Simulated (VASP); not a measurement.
Wanted: the native input for a VASP 6.6.1 run.

```yaml
Task: relaxation of cell and atoms
Functional: LDA
Potentials_or_basis: VASP PAW LDA potentials, release 64 (Al, N)
Cutoff: 600 eV
k_mesh: 10 × 10 × 10
Occupations: gaussian, width 0.01 eV
Spin: no spin polarisation
Target_pressure: 4 GPa
Dipole_correction: no
Further_INCAR_settings: ALGO = Normal; EDIFF = 1e-07; IBRION = 2; EDIFFG = -0.002; NSW = 100; ISIF = 3
```

The structure of AlN lies in POSCAR:

```
AlN
1.0
    0.0000000000      2.1711476922      2.1711476922
    2.1711476922      0.0000000000      2.1711476922
    2.1711476922      2.1711476922      0.0000000000
Al N
1 1
Direct
    0.0000000000      0.0000000000      0.0000000000
    0.2500000000      0.2500000000      0.2500000000
```

One way to write it, as run:

INCAR

```
PREC     = Accurate       # precision mode
ENCUT    = 600            # plane-wave cutoff, eV
EDIFF    = 1E-7           # SCF threshold, eV
ISMEAR   = 0              # smearing method
SIGMA    = 0.01           # smearing width, eV
LREAL    = F              # projectors in reciprocal space
LASPH    = T              # aspherical terms in the spheres
NELM     = 80             # most SCF steps
ALGO     = Normal         # electronic algorithm
ISIF     = 3              # what is computed and relaxed
LWAVE    = F              # write WAVECAR
LCHARG   = F              # write CHGCAR
IBRION   = 2              # ionic algorithm
NSW      = 100            # ionic steps
EDIFFG   = -0.002         # ionic threshold
PSTRESS  = 40.0
```

KPOINTS

```
regular mesh
0
Gamma
  10 10 10
```

Potentials or basis: VASP PAW LDA potentials, release 64 (Al, N).

Run with:

```sh
$ cat potpaw_LDA.64/Al/POTCAR potpaw_LDA.64/N/POTCAR > POTCAR
$ mpirun -np 1 vasp_std > vasp.out
```

Results of the run:

- Relaxed volume: 10.08 Å³/atom
- Relaxed cell: a = 3.054 Å, b = 3.054 Å, c = 3.054 Å, α = 60.00°, β = 60.00°, γ = 60.00°
- Space group after relaxing (to 0.05 Å): F-43m (No. 216)
- Energy change on relaxing (the enthalpy is what falls): +2.2 meV/atom
- Ionic steps: 3
- Pressure after relaxing: 4.0 GPa
- Band gap on the k mesh: 3.24 eV, indirect (least direct gap 4.54 eV)

Caveat: the cell is relaxed towards a set pressure, so the enthalpy falls and the energy may rise.

Wall time 61 s on 1 thread of AMD EPYC 7R13, on a shared host, peak memory 0.11 GiB.
